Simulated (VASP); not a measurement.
Input of a VASP 6.6.1 run:

Contents of POSCAR:

```
InP
1.0
    0.0000000000      2.9092653808      2.8649618471
    2.9092653808      0.0000000000      2.8649618471
    2.9092653808      2.9092653808      0.0000000000
In P
1 1
Direct
    0.0000000000      0.0000000000      0.0000000000
    0.7500000000      0.7500000000      0.7500000000
```

File INCAR.step1:

```
SYSTEM = InP
PREC     = Accurate       ! precision mode
ENCUT    = 520            ! plane-wave cutoff, eV
ISMEAR   = 0              ! smearing method
SIGMA    = 0.05           ! smearing width, eV
LREAL    = .FALSE.        ! projectors in reciprocal space
LASPH    = .TRUE.         ! aspherical terms in the spheres
NELM     = 100            ! most SCF steps
NBANDS   = 16             ! bands
GGA      = PE             ! functional
ALGO     = Normal         ! electronic algorithm
EDIFF    = 1E-4           ! SCF threshold, eV
LWAVE    = .TRUE.         ! write WAVECAR
LCHARG   = .FALSE.        ! write CHGCAR
```

INCAR.step2

```
SYSTEM = InP
PREC     = Accurate       ! precision mode
ENCUT    = 520            ! plane-wave cutoff, eV
EDIFF    = 1E-6           ! SCF threshold, eV
ISMEAR   = 0              ! smearing method
SIGMA    = 0.05           ! smearing width, eV
LREAL    = .FALSE.        ! projectors in reciprocal space
LASPH    = .TRUE.         ! aspherical terms in the spheres
NELM     = 100            ! most SCF steps
ALGO     = Normal         ! electronic algorithm
ISIF     = 2              ! what is computed and relaxed
LWAVE    = .FALSE.        ! write WAVECAR
LCHARG   = .FALSE.        ! write CHGCAR
METAGGA  = R2SCAN         ! meta-GGA
LMIXTAU  = .TRUE.       
NBANDS   = 16             ! bands
ISTART   = 1
```

Contents of KPOINTS:

```
regular mesh
0
G
  8 8 8
  0 0 0
```

Potentials or basis: VASP PAW PBE potentials, release 64 (In_d, P).

Launch:

```console
$ cat potpaw_PBE.64/In_d/POTCAR potpaw_PBE.64/P/POTCAR > POTCAR
$ cp INCAR.step1 INCAR
$ mpirun -np 1 vasp_std > vasp.out
$ cp INCAR.step2 INCAR
$ mpirun -np 1 vasp_std > vasp.out
```

(1) Estimate the band gap on the k mesh.

(2) Predict the pressure.

Answers

(1) 1.33 eV.

(2) 4.6 GPa.

Caveat: the cell differs from its parent crystal (strain -0.015 along x and y, -0.030 along z); the cell stands under pressure; the PAW data sets were made with another functional, which shifts forces and pressure a little; spin-orbit coupling is left out, which moves the levels of the heavy elements.
